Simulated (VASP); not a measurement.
# TiAl (P1) in VASP: single point with PBEsol

Aim: the single point of TiAl with PBEsol.

All numbers are computed with VASP 6.6.1; they aren't measurements. Logs are shortened: lines on timing, memory, paths and dates and some standing lists are left out, and cuts for length are marked.

## (1) The cell of the first run

The typed cell holds 2 atoms: a = 2.867 Å, b = 2.867 Å, c = 4.678 Å, α = 90.00°, β = 90.00°, γ = 120.00°.

## (2) Single point, PBEsol (atom 1 (Ti) moved by (-0.300, -0.300) A along [1 1 0] and z)

Contents of INCAR:

```
SYSTEM = TiAl
PREC = Accurate
ENCUT = 520
EDIFF = 1E-6
ISMEAR = 0
SIGMA = 0.15
LREAL = .FALSE.
LASPH = .TRUE.
NELM = 100
ALGO = Fast
ISIF = 2
LWAVE = .FALSE.
LCHARG = .TRUE.
GGA = PS
LELF = .TRUE.
LVHAR = .TRUE.
NBANDS = 14
```

Contents of KPOINTS:

```
Automatic mesh
0
G
  18 18 10
  0 0 0
```

Contents of POSCAR:

```
TiAl
1.0
    2.8672622327      0.0000000000      0.0000000000
   -1.4336311163      2.4831219328      0.0000000000
    0.0000000000      0.0000000000      4.6780830000
Ti Al
1 1
Direct
   -0.1166989603     -0.0854295681     -0.0641288323
    0.3333333333      0.6666666667      0.5000000000
```

Potentials or basis: VASP PAW PBE potentials, release 64 (Ti_sv, Al).

Started as:

```
$ cat potpaw_PBE.64/Ti_sv/POTCAR potpaw_PBE.64/Al/POTCAR > POTCAR
$ mpirun -np 1 vasp_std > vasp.out
```

OUTCAR:

```text
SYSTEM = TiAl
   PREC = Accurate
   ENCUT = 520
   EDIFF = 1E-6
   ISMEAR = 0
   LREAL = .FALSE.
   LASPH = .TRUE.
   NELM = 100
   ISIF = 2
   GGA = PS

 ion  position               nearest neighbor table
   1  0.883  0.915  0.936-   2 2.46   2 2.69   2 2.77   2 2.97
   2  0.333  0.667  0.500-   1 2.46   1 2.69   1 2.77   1 2.97

  LATTYP: Found a hexagonal cell.
 ALAT       =     2.8672622327
 C/A-ratio  =     1.6315504549

  Lattice vectors:

 A1 = (   2.8672622327,   0.0000000000,   0.0000000000)
 A2 = (  -1.4336311163,   2.4831219328,   0.0000000000)
 A3 = (   0.0000000000,   0.0000000000,   4.6780830000)

Analysis of symmetry for initial positions (statically):
=====================================================================
 Subroutine PRICEL returns:
 Original cell was already a primitive cell.

 Routine SETGRP: Setting up the symmetry group for a
 hexagonal supercell.

 Subroutine GETGRP returns: Found  1 space group operations
 (whereof  1 operations were pure point group operations)
 out of a pool of 24 trial point group operations.

The static configuration has the point symmetry C_1 .

Analysis of symmetry for dynamics (positions and initial velocities):
=====================================================================
 Subroutine PRICEL returns:
 Original cell was already a primitive cell.

 Routine SETGRP: Setting up the symmetry group for a
 hexagonal supercell.

 Subroutine GETGRP returns: Found  1 space group operations
 (whereof  1 operations were pure point group operations)
 out of a pool of 24 trial point group operations.

The dynamic configuration has the point symmetry C_1 .

 Subroutine INISYM returns: Found  1 space group operations
 (whereof  1 operations are pure point group operations),
 and found     1 'primitive' translations

----------------------------------------------------------------------------------------

                                     Primitive cell

  volume of cell :      33.3068

  direct lattice vectors                    reciprocal lattice vectors
     2.867262233  0.000000000  0.000000000     0.348764751  0.201359423  0.000000000
    -1.433631116  2.483121933  0.000000000     0.000000000  0.402718846  0.000000000
     0.000000000  0.000000000  4.678083000     0.000000000  0.000000000  0.213762774

  length of vectors
     2.867262233  2.867262233  4.678083000     0.402718846  0.402718846  0.213762774

  position of ions in fractional coordinates (direct lattice)
     0.883301040  0.914570432  0.935871168
     0.333333333  0.666666667  0.500000000

  ion indices of the primitive-cell ions
   primitive index   ion index
                 1           1
                 2           2

----------------------------------------------------------------------------------------

 KPOINTS: Automatic mesh

Automatic generation of k-mesh.
 Grid dimensions read from file:
 generate k-points for:   18   18   10

 Generating k-lattice:

  Cartesian coordinates                     Fractional coordinates (reciprocal lattice)
     0.019375820  0.011186635  0.000000000     0.055555556  0.000000000  0.000000000
     0.000000000  0.022373269  0.000000000     0.000000000  0.055555556  0.000000000
     0.000000000  0.000000000  0.021376277     0.000000000  0.000000000  0.100000000

  Length of vectors
     0.022373269  0.022373269  0.021376277

  Shift w.r.t. Gamma in fractional coordinates (k-lattice)
     0.000000000  0.000000000  0.000000000

 Subroutine IBZKPT returns following result:
 ===========================================

 Found   1624 irreducible k-points:

 Following reciprocal coordinates:
            Coordinates               Weight
  0.000000  0.000000  0.000000      1.000000
  0.055556 -0.000000  0.000000      2.000000
  0.000000  0.055556  0.000000      2.000000
 -0.055556  0.055556  0.000000      2.000000
  0.111111 -0.000000  0.000000      2.000000
  0.000000  0.111111  0.000000      2.000000
[... 16 lines left out ...]
  0.444444 -0.000000  0.000000      2.000000
  0.000000  0.444444  0.000000      2.000000
 [... further k-points ...]
   k-points           NKPTS =   1624   k-points in BZ     NKDIM =   1624   number of bands    NBANDS=     14
   number of dos      NEDOS =    301   number of ions     NIONS =      2
   total plane-waves  NPLWV =  20736
   dimension x,y,z NGX =    24 NGY =   24 NGZ =   36
   dimension x,y,z NGXF=    48 NGYF=   48 NGZF=   72
   ions per type =               1   1
   NGX,Y,Z   is equivalent  to a cutoff of  13.92, 13.92, 12.79 a.u.
   NGXF,Y,Z  is equivalent  to a cutoff of  27.83, 27.83, 25.59 a.u.
 SYSTEM =  TiAl
   PREC   = accura    normal or accurate (medium, high low for compatibility)
   ISTART =      0    job   : 0-new  1-cont  2-samecut
   ICHARG =      2    charge: 1-file 2-atom 10-const
   ISPIN  =      1    spin polarized calculation?
   LNONCOLLINEAR =      F non collinear calculations
   LSORBIT =      F    spin-orbit coupling
   LASPH  =      T    aspherical Exc in radial PAW
   ENCUT  =  520.0 eV  38.22 Ry    6.18 a.u.   5.33  5.33  8.70*2*pi/ulx,y,z
   NELM   =    100;   NELMIN=  2; NELMDL= -5     # of ELM steps
   EDIFF  = 0.1E-05   stopping-criterion for ELM
   LREAL  =      F    real-space projection
   EDIFFG = 0.1E-04   stopping-criterion for IOM
   NSW    =      0    number of steps for IOM
   IBRION =     -1    ionic relax: 0-MD 1-quasi-New 2-CG
   NFREE  =      0    steps in history (QN), initial steepest desc. (CG)
   ISIF   =      2    stress and relaxation
   ISYM   =      2    0-nonsym 1-usesym 2-fastsym
   POTIM  = 0.5000    time-step for ionic-motion
   TEBEG  =    0.0;   TEEND  =   0.0 temperature during run
   PSTRESS=    0.0 pullay stress
   NELECT =      15.0000    total number of electrons
   NUPDOWN=      -1.0000    fix difference up-down
   EMIN   =  10.00;   EMAX   =-10.00  energy-range for DOS
   EFERMI =   0.00;   METHOD = LEGACY
   ISMEAR =     0;   SIGMA  =   0.15  broadening in eV -4-tet -1-fermi 0-gaus
   EFERMI_NEDOS =   21; number of points for ismear=-14 and -15
   IALGO  =     68    algorithm
   IMIX   =      4    mixing-type and parameters
     AMIX     =   0.40;   BMIX     =  1.00
     AMIX_MAG =   1.60;   BMIX_MAG =  1.00
  volume/ion in A,a.u.               =      16.65       112.38
  Fermi-wavevector in a.u.,A,eV,Ry     =   1.254857  2.371335 21.424622  1.574665
  Thomas-Fermi vector in A             =   2.388641
   LORBIT       =      0    0 simple, 1 ext, 2 COOP (PROOUT), +10 PAW based schemes
   GGA     = PS    functional components
   LHFCALC =     F    Hartree Fock is set to
   AEXX    =    0.0000 exact exchange contribution
   IVDW    =     0    specifies the selected vdW correction
   LEPSILON=     F    determine dielectric tensor
   LRPA    =     F    only Hartree local field effects (RPA)
 non-spin polarized calculation
 RMM-DIIS sequential band-by-band and
 Gauss-broadening in eV      SIGMA  =   0.15
  energy-cutoff  :      520.00
  volume of cell :       33.31
 maximum number of plane-waves:       917
 NGX is ok and might be reduce to    24
   NGX = 11   NGY = 11   NGZ = 17

 number of electron      14.9999999 magnetization

 Free energy of the ion-electron system (eV)
  ---------------------------------------------------
  ext. energy  EPLUGINS =         0.00000000
  ---------------------------------------------------
  free energy    TOTEN  =       -12.49710893 eV

  energy without entropy =      -12.46741057  energy(sigma->0) =      -12.48225975

 E-fermi :   7.7383     XC(G=0): -10.9933

 val. band max:        7.7377195922   @ k =  -0.1667  -0.2222  -0.3000
 cond. band min:       7.7384651658   @ k =   0.3333   0.2778   0.4000
 fundamental gap:      0.0007455736
 Fermi energy:         7.7382542304

 k-point     1 :       0.0000    0.0000    0.0000
  band No.  band energies     occupation
      1     -48.4955      2.00000
      2     -24.9258      2.00000
      3     -24.5171      2.00000
      4     -24.4995      2.00000
      5      -1.1480      2.00000
      6       5.2787      2.00000
      7       6.2066      2.00000
      8       8.9583      0.00000
      9       8.9961      0.00000
     10      10.3793      0.00000
     11      10.5199      0.00000
     12      11.5938      0.00000
     13      20.6404      0.00000
     14      20.8303      0.00000

 k-point     2 :       0.0556   -0.0000    0.0000
  band No.  band energies     occupation
      1     -48.4926      2.00000
      2     -24.9228      2.00000
      3     -24.5224      2.00000
      4     -24.5168      2.00000
      5      -1.0712      2.00000
      6       5.3564      2.00000
      7       6.2144      2.00000
      8       8.9170      0.00000
      9       9.0238      0.00000
     10      10.3986      0.00000
     11      10.4985      0.00000
     12      11.6146      0.00000
     13      19.3433      0.00000
     14      19.9378      0.00000

 k-point     3 :       0.0000    0.0556    0.0000
  band No.  band energies     occupation
      1     -48.4926      2.00000
      2     -24.9229      2.00000
      3     -24.5343      2.00000
      4     -24.5048      2.00000
      5      -1.0716      2.00000
      6       5.3567      2.00000
      7       6.2214      2.00000
      8       8.8836      0.00000
      9       9.0561      0.00000
     10      10.3557      0.00000
     11      10.5319      0.00000
     12      11.6123      0.00000
     13      19.4031      0.00000
     14      19.9274      0.00000
[... 324 lines left out ...]
 k-point    23 :       0.4444   -0.0000    0.0000
  band No.  band energies     occupation
      1     -48.4004      2.00000
      2     -25.0764      2.00000
      3     -24.8293      2.00000
      4     -24.6486      2.00000
      5       3.3098      2.00000
      6       5.3649      2.00000
      7       6.4181      2.00000
      8       6.8112      2.00000
      9       9.8078      0.00000
     10      11.5974      0.00000
     11      11.6965      0.00000
     12      12.2133      0.00000
     13      12.8217      0.00000
     14      15.7664      0.00000

 k-point    24 :       0.0000    0.4444    0.0000
  band No.  band energies     occupation
      1     -48.4007      2.00000
      2     -25.0860      2.00000
      3     -24.8315      2.00000
      4     -24.6332      2.00000
      5       3.2867      2.00000
      6       5.3479      2.00000
      7       6.5437      2.00000
      8       6.9079      2.00000
      9       9.7088      0.00000
     10      11.5955      0.00000
     11      11.6409      0.00000
     12      11.8449      0.00000
     13      12.8715      0.00000
     14      15.8709      0.00000

 [... further k-points ...]
[... 5 lines left out ...]
  --------------------------------------------------------------------------------------
  -------------------------------------------------------------------------------------
  Total        0.8377509     -0.7332543      1.4374292      0.6806553      0.5385276      0.8566869
  in kB       40.2987999    -35.2721391     69.1454566     32.7419438     25.9050949     41.2096878
  external PRESSURE =      24.7240391 kB  Pullay stress =       0.0000000 kB

 VOLUME and BASIS-vectors are now :
 -----------------------------------------------------------------------------
  energy-cutoff  :      520.00
  volume of cell :       33.31
      direct lattice vectors                 reciprocal lattice vectors
     2.867262233  0.000000000  0.000000000     0.348764751  0.201359423  0.000000000
    -1.433631116  2.483121933  0.000000000     0.000000000  0.402718846  0.000000000
     0.000000000  0.000000000  4.678083000     0.000000000  0.000000000  0.213762774

 POSITION                                       TOTAL-FORCE (eV/Angst)
 -----------------------------------------------------------------------------------
      1.22150      2.27099      4.37808         0.782986      0.502943      2.363080
     -0.00000      1.65541      2.33904        -0.782986     -0.502943     -2.363080
 -----------------------------------------------------------------------------------
    total drift:                                0.000089      0.000131      0.002253

  FREE ENERGIE OF THE ION-ELECTRON SYSTEM (eV)
  ---------------------------------------------------
  free  energy   TOTEN  =       -12.4971089345 eV

  energy  without entropy=      -12.4674105716  energy(sigma->0) =      -12.48225975
```

Run time: 11 min. Hardware: 1 thread of Intel Xeon 6975P-C (Granite Rapids), shared host; peak memory 0.83 GiB.

Results:

```
Free energy   : -12.4971 eV
Pressure      : 2.5 GPa
Largest force : 2.540 eV/Å
```

Forces on the atoms (eV/Å):
```
Ti   0.783  0.503  2.363
Al  -0.783 -0.503 -2.363
```

Caveat: the cell differs from its parent crystal (atom 1 (Ti) moved by (-0.300, -0.300) A along [1 1 0] and z); the PAW data sets were made with another functional, which shifts forces and pressure a little.
